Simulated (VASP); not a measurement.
# Al3Ni5 (Cmmm) in VASP: notebook

Al3Ni5 is run at these levels: PBEsol; tasks: single point.

All numbers are computed with VASP 6.6.1; they aren't measurements. Logs are shortened: lines on timing, memory, paths and dates and some standing lists are left out, and cuts for length are marked.

## 1. The cell of the first run

Symmetry: Cmmm, No. 65, orthorhombic system. Conventional cell: a = 6.587 Å, b = 6.941 Å, c = 3.720 Å, α = 90.00°, β = 90.00°, γ = 90.00°. Al (site symmetry mmm) has 8 Ni at 2.37 to 2.39 Å and 4 Al at 2.69 Å within 3.1 Å. Within 3.1 Å of Al (site symmetry m2m) lie 10 Ni at 2.38 to 2.49 Å and 3 Al at 2.69 to 3.06 Å. Within 3.2 Å of Ni (site symmetry mmm) lie 8 Ni at 2.39 to 2.60 Å and 4 Al at 2.41 Å. Ni (site symmetry 2/m) has 6 Al at 2.39 to 2.49 Å and 6 Ni at 2.39 to 2.55 Å within 3.2 Å. Ni (site symmetry 2mm) has 6 Al at 2.37 to 2.44 Å and 7 Ni at 2.55 to 2.95 Å within 3.1 Å.

## 2. Single point, PBEsol (strain -0.0600 x Voigt [0, 1, 0, 0, 0, 0])

Input file INCAR:

```
SYSTEM = Al3Ni5
PREC = Accurate
ENCUT = 520
EDIFF = 1E-7
ISMEAR = 0
SIGMA = 0.15
LREAL = .False.
LASPH = .True.
NELM = 60
ALGO = Fast
ISIF = 2
LWAVE = .False.
LCHARG = .False.
GGA = PS
NBANDS = 40
```

Input file KPOINTS:

```
regular mesh
0
Gamma
  8 8 10
  0 0 0
```

Input file POSCAR:

```
Al3Ni5
1.0
    3.2933322760     -3.4704213413      0.0000000000
    3.2933322760      3.4704213413      0.0000000000
    0.0000000000      0.0000000000      3.7203545651
Al Ni
3 5
Direct
    0.5000000000      0.5000000000      0.0000000000
    0.7796888787      0.2203111213      0.5000000000
    0.2203111213      0.7796888787      0.5000000000
    0.0000000000      0.0000000000      0.0000000000
    0.0000000000      0.5000000000      0.0000000000
    0.5000000000      0.0000000000      0.0000000000
    0.2762373066      0.2762373066      0.5000000000
    0.7237626934      0.7237626934      0.5000000000
```

Potentials or basis: VASP PAW PBE potentials, release 64 (Al, Ni).

Launch:

```console
$ cat potpaw_PBE.64/Al/POTCAR potpaw_PBE.64/Ni/POTCAR > POTCAR
$ mpirun -np 1 vasp_std > vasp.out
```

OUTCAR:

```text
SYSTEM = Al3Ni5
   PREC = Accurate
   ENCUT = 520
   EDIFF = 1E-7
   ISMEAR = 0
   LREAL = .False.
   LASPH = .True.
   NELM = 60
   ISIF = 2
   GGA = PS

 ion  position               nearest neighbor table
   1  0.500  0.500  0.000-   7 2.37   8 2.37   7 2.37   8 2.37   5 2.39   6 2.39   6 2.39   5 2.39
                             2 2.69   3 2.69   2 2.69   3 2.69
   2  0.780  0.220  0.500-   7 2.38   8 2.38   4 2.41   4 2.41   8 2.44   7 2.44   5 2.49   5 2.49
                             6 2.49   6 2.49   1 2.69   1 2.69   3 3.06   3 3.32   3 3.32
   3  0.220  0.780  0.500-   7 2.38   8 2.38   4 2.41   4 2.41   8 2.44   7 2.44   5 2.49   5 2.49
                             6 2.49   6 2.49   1 2.69   1 2.69   2 3.06   2 3.32   2 3.32
   4  0.000  0.000  0.000-   5 2.39   6 2.39   5 2.39   6 2.39   2 2.41   3 2.41   2 2.41   3 2.41
                             7 2.60   8 2.60   7 2.60   8 2.60
   5  0.000  0.500  0.000-   1 2.39   4 2.39   4 2.39   1 2.39   2 2.49   3 2.49   3 2.49   2 2.49
                             7 2.55   8 2.55   7 2.55   8 2.55
   6  0.500  0.000  0.000-   1 2.39   4 2.39   1 2.39   4 2.39   2 2.49   3 2.49   3 2.49   2 2.49
                             7 2.55   8 2.55   7 2.55   8 2.55
   7  0.276  0.276  0.500-   1 2.37   1 2.37   3 2.38   2 2.38   2 2.44   3 2.44   6 2.55   5 2.55
                             5 2.55   6 2.55   4 2.60   4 2.60   8 2.95
   8  0.724  0.724  0.500-   1 2.37   1 2.37   3 2.38   2 2.38   2 2.44   3 2.44   5 2.55   6 2.55
                             6 2.55   5 2.55   4 2.60   4 2.60   7 2.95

  LATTYP: Found a base centered orthorhombic cell.
 ALAT       =     6.5866645520
 B/A-ratio  =     1.0537720007
 C/A-ratio  =     0.5648313400

  Lattice vectors:

 A1 = (   3.2933322760,  -3.4704213413,   0.0000000000)
 A2 = (   3.2933322760,   3.4704213413,   0.0000000000)
 A3 = (   0.0000000000,   0.0000000000,   3.7203545651)

Analysis of symmetry for initial positions (statically):
=====================================================================
 Subroutine PRICEL returns:
 Original cell was already a primitive cell.

 Routine SETGRP: Setting up the symmetry group for a
 base centered orthorhombic supercell.

 Subroutine GETGRP returns: Found  8 space group operations
 (whereof  8 operations were pure point group operations)
 out of a pool of  8 trial point group operations.

The static configuration has the point symmetry D_2h.

Analysis of symmetry for dynamics (positions and initial velocities):
=====================================================================
 Subroutine PRICEL returns:
 Original cell was already a primitive cell.

 Routine SETGRP: Setting up the symmetry group for a
 base centered orthorhombic supercell.

 Subroutine GETGRP returns: Found  8 space group operations
 (whereof  8 operations were pure point group operations)
 out of a pool of  8 trial point group operations.

The dynamic configuration has the point symmetry D_2h.

 Subroutine INISYM returns: Found  8 space group operations
 (whereof  8 operations are pure point group operations),
 and found     1 'primitive' translations

----------------------------------------------------------------------------------------

                                     Primitive cell

  volume of cell :      85.0417

  direct lattice vectors                    reciprocal lattice vectors
     3.293332276 -3.470421341  0.000000000     0.151821911 -0.144074725  0.000000000
     3.293332276  3.470421341  0.000000000     0.151821911  0.144074725  0.000000000
     0.000000000  0.000000000  3.720354565     0.000000000  0.000000000  0.268791585

  length of vectors
     4.784335039  4.784335039  3.720354565     0.209302219  0.209302219  0.268791585

  position of ions in fractional coordinates (direct lattice)
     0.500000000  0.500000000  0.000000000
     0.779688879  0.220311121  0.500000000
     0.220311121  0.779688879  0.500000000
     0.000000000  0.000000000  0.000000000
     0.000000000  0.500000000  0.000000000
     0.500000000  0.000000000  0.000000000
     0.276237307  0.276237307  0.500000000
     0.723762693  0.723762693  0.500000000

  ion indices of the primitive-cell ions
   primitive index   ion index
                 1           1
                 2           2
                 3           3
                 4           4
                 5           5
                 6           6
                 7           7
                 8           8

----------------------------------------------------------------------------------------

 KPOINTS: regular mesh

Automatic generation of k-mesh.
 Grid dimensions read from file:
 generate k-points for:    8    8   10

 Generating k-lattice:

  Cartesian coordinates                     Fractional coordinates (reciprocal lattice)
     0.018977739 -0.018009341  0.000000000     0.125000000  0.000000000  0.000000000
     0.018977739  0.018009341  0.000000000     0.000000000  0.125000000  0.000000000
     0.000000000  0.000000000  0.026879158     0.000000000  0.000000000  0.100000000

  Length of vectors
     0.026162777  0.026162777  0.026879158

  Shift w.r.t. Gamma in fractional coordinates (k-lattice)
     0.000000000  0.000000000  0.000000000

 Subroutine IBZKPT returns following result:
 ===========================================

 Found    126 irreducible k-points:

 Following reciprocal coordinates:
            Coordinates               Weight
  0.000000  0.000000  0.000000      1.000000
  0.125000 -0.000000  0.000000      4.000000
  0.250000 -0.000000  0.000000      4.000000
  0.375000  0.000000  0.000000      4.000000
  0.500000 -0.000000  0.000000      2.000000
  0.125000  0.125000  0.000000      2.000000
[... 16 lines left out ...]
  0.125000 -0.000000  0.100000      8.000000
  0.250000 -0.000000  0.100000      8.000000
 [... further k-points ...]
   k-points           NKPTS =    126   k-points in BZ     NKDIM =    126   number of bands    NBANDS=     40
   number of dos      NEDOS =    301   number of ions     NIONS =      8
   total plane-waves  NPLWV =  36288
   dimension x,y,z NGX =    36 NGY =   36 NGZ =   28
   dimension x,y,z NGXF=    72 NGYF=   72 NGZF=   56
   ions per type =               3   5
   NGX,Y,Z   is equivalent  to a cutoff of  12.51, 12.51, 12.51 a.u.
   NGXF,Y,Z  is equivalent  to a cutoff of  25.02, 25.02, 25.02 a.u.
 SYSTEM =  Al3Ni5
   PREC   = accura    normal or accurate (medium, high low for compatibility)
   ISTART =      0    job   : 0-new  1-cont  2-samecut
   ICHARG =      2    charge: 1-file 2-atom 10-const
   ISPIN  =      1    spin polarized calculation?
   LNONCOLLINEAR =      F non collinear calculations
   LSORBIT =      F    spin-orbit coupling
   LASPH  =      T    aspherical Exc in radial PAW
   ENCUT  =  520.0 eV  38.22 Ry    6.18 a.u.   8.90  8.90  6.92*2*pi/ulx,y,z
   NELM   =     60;   NELMIN=  2; NELMDL= -5     # of ELM steps
   EDIFF  = 0.1E-06   stopping-criterion for ELM
   LREAL  =      F    real-space projection
   EDIFFG = 0.1E-05   stopping-criterion for IOM
   NSW    =      0    number of steps for IOM
   IBRION =     -1    ionic relax: 0-MD 1-quasi-New 2-CG
   NFREE  =      0    steps in history (QN), initial steepest desc. (CG)
   ISIF   =      2    stress and relaxation
   ISYM   =      2    0-nonsym 1-usesym 2-fastsym
   POTIM  = 0.5000    time-step for ionic-motion
   TEBEG  =    0.0;   TEEND  =   0.0 temperature during run
   PSTRESS=    0.0 pullay stress
   NELECT =      59.0000    total number of electrons
   NUPDOWN=      -1.0000    fix difference up-down
   EMIN   =  10.00;   EMAX   =-10.00  energy-range for DOS
   EFERMI =   0.00;   METHOD = LEGACY
   ISMEAR =     0;   SIGMA  =   0.15  broadening in eV -4-tet -1-fermi 0-gaus
   EFERMI_NEDOS =   21; number of points for ismear=-14 and -15
   IALGO  =     68    algorithm
   IMIX   =      4    mixing-type and parameters
     AMIX     =   0.40;   BMIX     =  1.00
     AMIX_MAG =   1.60;   BMIX_MAG =  1.00
  volume/ion in A,a.u.               =      10.63        71.74
  Fermi-wavevector in a.u.,A,eV,Ry     =   1.449266  2.738716 28.577300  2.100372
  Thomas-Fermi vector in A             =   2.567012
   LORBIT       =      0    0 simple, 1 ext, 2 COOP (PROOUT), +10 PAW based schemes
   GGA     = PS    functional components
   LHFCALC =     F    Hartree Fock is set to
   AEXX    =    0.0000 exact exchange contribution
   IVDW    =     0    specifies the selected vdW correction
   LEPSILON=     F    determine dielectric tensor
   LRPA    =     F    only Hartree local field effects (RPA)
 non-spin polarized calculation
 RMM-DIIS sequential band-by-band and
 Gauss-broadening in eV      SIGMA  =   0.15
  energy-cutoff  :      520.00
  volume of cell :       85.04
 maximum number of plane-waves:      2316
   NGX = 17   NGY = 17   NGZ = 13

 number of electron      58.9999893 magnetization

 Free energy of the ion-electron system (eV)
  ---------------------------------------------------
  ext. energy  EPLUGINS =         0.00000000
  ---------------------------------------------------
  free energy    TOTEN  =       -47.32121164 eV

  energy without entropy =      -47.28801666  energy(sigma->0) =      -47.30461415

 E-fermi :  10.9528     XC(G=0): -12.9500

 val. band max:       10.9503934771   @ k =   0.3750   0.0000   0.2000
 cond. band min:      10.9551097725   @ k =   0.5000   0.1250   0.3000
 fundamental gap:      0.0047162954
 Fermi energy:        10.9527522758

 k-point     1 :       0.0000    0.0000    0.0000
  band No.  band energies     occupation
      1      -0.4071      2.00000
      2       4.5853      2.00000
      3       4.6999      2.00000
      4       5.7153      2.00000
      5       6.1767      2.00000
      6       6.4812      2.00000
[... 32 lines left out ...]
     39      18.0308      0.00000
     40      18.1142      0.00000

 k-point     2 :       0.1250   -0.0000    0.0000
  band No.  band energies     occupation
      1      -0.3025      2.00000
      2       3.9976      2.00000
      3       4.9638      2.00000
      4       5.6718      2.00000
      5       6.1506      2.00000
      6       6.6631      2.00000
[... 32 lines left out ...]
     39      18.1109      0.00000
     40      18.2923      0.00000

 k-point     3 :       0.2500   -0.0000    0.0000
  band No.  band energies     occupation
      1       0.0076      2.00000
      2       3.0759      2.00000
      3       5.2219      2.00000
      4       5.6963      2.00000
      5       6.2431      2.00000
      6       6.6368      2.00000
[... 32 lines left out ...]
     39      18.2984      0.00000
     40      19.1081      0.00000

 k-point     4 :       0.3750    0.0000    0.0000
  band No.  band energies     occupation
      1       0.5072      2.00000
      2       2.1341      2.00000
      3       5.5210      2.00000
      4       5.7739      2.00000
      5       6.2262      2.00000
      6       6.6430      2.00000
[... 32 lines left out ...]
     39      18.5754      0.00000
     40      19.1637      0.00000
[... 772 lines left out ...]
     39      17.7679      0.00000
     40      17.8652      0.00000

 k-point    23 :       0.1250   -0.0000    0.1000
  band No.  band energies     occupation
      1      -0.1922      2.00000
      2       4.0592      2.00000
      3       4.9880      2.00000
      4       5.7283      2.00000
      5       6.1307      2.00000
      6       6.7097      2.00000
[... 32 lines left out ...]
     39      18.1589      0.00000
     40      18.6082      0.00000

 k-point    24 :       0.2500   -0.0000    0.1000
  band No.  band energies     occupation
      1       0.1164      2.00000
      2       3.1606      2.00000
      3       5.2460      2.00000
      4       5.7417      2.00000
      5       6.2425      2.00000
      6       6.6895      2.00000
[... 32 lines left out ...]
     39      18.1793      0.00000
     40      18.8672      0.00000

 [... further k-points ...]
[... 5 lines left out ...]
  --------------------------------------------------------------------------------------
  -------------------------------------------------------------------------------------
  Total        6.7838078      9.9782560      4.9250661      0.0000000      0.0000000      0.0000000
  in kB      127.8062321    187.9893044     92.7877325      0.0000000      0.0000000      0.0000000
  external PRESSURE =     136.1944230 kB  Pullay stress =       0.0000000 kB

 VOLUME and BASIS-vectors are now :
 -----------------------------------------------------------------------------
  energy-cutoff  :      520.00
  volume of cell :       85.04
      direct lattice vectors                 reciprocal lattice vectors
     3.293332276 -3.470421341  0.000000000     0.151821911 -0.144074725  0.000000000
     3.293332276  3.470421341  0.000000000     0.151821911  0.144074725  0.000000000
     0.000000000  0.000000000  3.720354565     0.000000000  0.000000000  0.268791585

 POSITION                                       TOTAL-FORCE (eV/Angst)
 -----------------------------------------------------------------------------------
      3.29333      0.00000      0.00000         0.000000      0.000000      0.000000
      3.29333     -1.94128      1.86018         0.000000     -0.090320     -0.000000
      3.29333      1.94128      1.86018         0.000000      0.090320      0.000000
      0.00000      0.00000      0.00000         0.000000      0.000000      0.000000
      1.64667      1.73521      0.00000         0.000000      0.000000      0.000000
      1.64667     -1.73521      0.00000         0.000000      0.000000      0.000000
      1.81948      0.00000      1.86018         0.103657      0.000000      0.000000
      4.76718      0.00000      1.86018        -0.103657      0.000000      0.000000
 -----------------------------------------------------------------------------------
    total drift:                                0.000000     -0.000000      0.000000

  FREE ENERGIE OF THE ION-ELECTRON SYSTEM (eV)
  ---------------------------------------------------
  free  energy   TOTEN  =       -47.3212116375 eV

  energy  without entropy=      -47.2880166583  energy(sigma->0) =      -47.30461415
```

Wall time 3.4 min (1 thread of Intel Xeon 6975P-C (Granite Rapids), shared host); peak memory 0.41 GiB.

What came out:

- Free energy: -47.3212 eV
- Pressure: 13.6 GPa
- Largest force: 0.104 eV/Å

Forces on the atoms (eV/Å):
```
Al   0.000  0.000  0.000
Al   0.000 -0.090  0.000
Al   0.000  0.090  0.000
Ni   0.000  0.000  0.000
Ni   0.000  0.000  0.000
Ni   0.000  0.000  0.000
Ni   0.104  0.000  0.000
Ni  -0.104  0.000  0.000
```

Caveat: the cell differs from its parent crystal (strain -0.0600 x Voigt [0, 1, 0, 0, 0, 0]); the PAW data sets were made with another functional, which shifts forces and pressure a little. Spin polarisation is off, so any magnetic state and its effect on volume and gap are missing.

(Part 1 of 2 ends here.)
